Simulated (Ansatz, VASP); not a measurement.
**One calculation of PbSe, two programs**

The input INCAR:

```
PREC = Accurate
ENCUT = 500
EDIFF = 1E-6
ISMEAR = 0
SIGMA = 0.1
LREAL = F
LASPH = T
NELM = 120
ALGO = Normal
ISIF = 2
LWAVE = F
LCHARG = T
LELF = T
LVHAR = T
NBANDS = 17
GGA_COMPAT = F
```

The input KPOINTS:

```
Automatic mesh
0
Gamma
  6 6 6
```

File POSCAR:

```
PbSe
1.0
    0.0000000000      3.0606500000      3.0606500000
    3.0606500000      0.0000000000      3.0606500000
    3.0606500000      3.0606500000      0.0000000000
Pb Se
1 1
Direct
    0.0000000000      0.0000000000      0.0000000000
    0.5000000000      0.5000000000      0.5000000000
```

Input for Ansatz:

```yaml
crystal:
  lattice:
    - [0.0, 3.06065, 3.06065]
    - [3.06065, 0.0, 3.06065]
    - [3.06065, 3.06065, 0.0]
  atoms:
    - { symbol: Pb, position: [0.0, 0.0, 0.0] }
    - { symbol: Se, position: [0.5, 0.5, 0.5] }
basis:
  ecutwfc: 420
kpoints:
  mp_grid: { grid: [6, 6, 6] }
hamiltonian:
  xc: lda
scf:
  occupations: { method: gaussian, width: 0.1 }
output:
  forces: true
  stress: true
  eigenvalues: true
```

Alike in both runs: task single point; functional LDA; k mesh 6 × 6 × 6; occupations gaussian, width 0.1 eV; no spin polarisation.

```csv
,VASP,Ansatz
version,VASP 6.6.1,Ansatz 0.2.0
potentials or method,"VASP PAW LDA potentials, release 64 (Pb_d, Se), cutoff 500 eV","scalar-relativistic, plane waves, PAW"
valence electrons in the cell,20,30
```

```csv
,VASP,Ansatz,Ansatz less VASP
gap on the k mesh at the Fermi level (eV),0.16,0.19,+0.021
least direct gap on the mesh (eV),0.16,0.19,+0.021
pressure (GPa),-2.1,-2.2,-0.09
```

LDA's correlation is that of Perdew and Zunger in VASP and of Perdew and Wang (1992) in Ansatz. VASP's potentials hold 20 valence electrons a cell and Ansatz's 30, so a difference there can come from the potentials and not from the codes.

Neither program's run includes spin-orbit coupling.
